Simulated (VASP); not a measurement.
# CdS (Hawleyite): relaxation of cell and atoms with RPBE+D4

CdS (Hawleyite):

```
Cd S
1.0
     0.00000    2.91650    2.91650
     2.91650    0.00000    2.91650
     2.91650    2.91650    0.00000
Cd S
1 1
Direct
  0.00000 0.00000 0.00000
  0.75000 0.75000 0.75000
```

```yaml
Program: VASP 6.6.1
Task: relaxation of cell and atoms
Functional: RPBE
Dispersion: D4
Potentials_or_basis: VASP PAW PBE potentials, release 64 (Cd, S)
Cutoff: 600 eV
k_mesh: 8 × 8 × 8
Occupations: fermi-dirac, width 0.05 eV
Spin: no spin polarisation
Dipole_correction: no
Further_INCAR_settings: ALGO = Normal; EDIFF = 1e-06; IBRION = 2; EDIFFG = -0.01; NSW = 60; ISIF = 3
```

```yaml
Relaxed_volume: 25.20 Å³/atom
Relaxed_cell: a = 4.146 Å, b = 4.146 Å, c = 4.146 Å, α = 60.00°, β = 60.00°, γ = 60.00°
Space_group_after_relaxing_to_0.05_Å: F-43m (No. 216)
Energy_gained_by_relaxing: 1.1 meV/atom
Ionic_steps: 3
Pressure_after_relaxing: 0.0 GPa
Band_gap_on_the_k_mesh: 1.30 eV, direct
Dispersion_energy_per_atom: -0.588 eV
```

Step by step:
| step | energy change (eV) | largest force (eV/Å) | pressure (GPa) | volume (Å³) |
| --- | --- | --- | --- | --- |
| 1 | 0.0000 | 0.0000 | 0.92 | 49.62 |
| 2 | -0.0020 | 0.0000 | -0.27 | 50.64 |
| 3 | -0.0022 | 0.0000 | 0.02 | 50.40 |

Final structure:
```xyz
2
Lattice="0.0000 2.9318 2.9318 2.9318 0.0000 2.9318 2.9318 2.9318 0.0000" Properties=species:S:1:pos:R:3 pbc="T T T"
Cd    0.0000    0.0000    0.0000
S     4.3976    4.3976    4.3976
```

Levels at points of the mesh, in eV from the valence-band top:
```csv
k point,band 6,band 7,band 8,band 9,band 10,band 11,band 12,band 13
"(0.00, 0.00, 0.00)",-7.22,0.00,0.00,0.00,1.30,6.63,6.63,6.63
"(0.50, 0.00, 0.00)",-6.85,-4.24,-0.72,-0.72,3.13,7.10,7.10,7.65
"(0.50, 0.50, 0.00)",-6.78,-3.84,-1.80,-1.80,3.77,4.43,9.39,10.82
```

Run time: 81 s on 1 thread of Intel Xeon 8259CL, with other jobs on the host, peak memory 0.23 GiB.

Caveat: the PAW data sets were made with another functional, which shifts forces and pressure a little. A hybrid or GW would open this gap; RPBE tends to underestimate it.
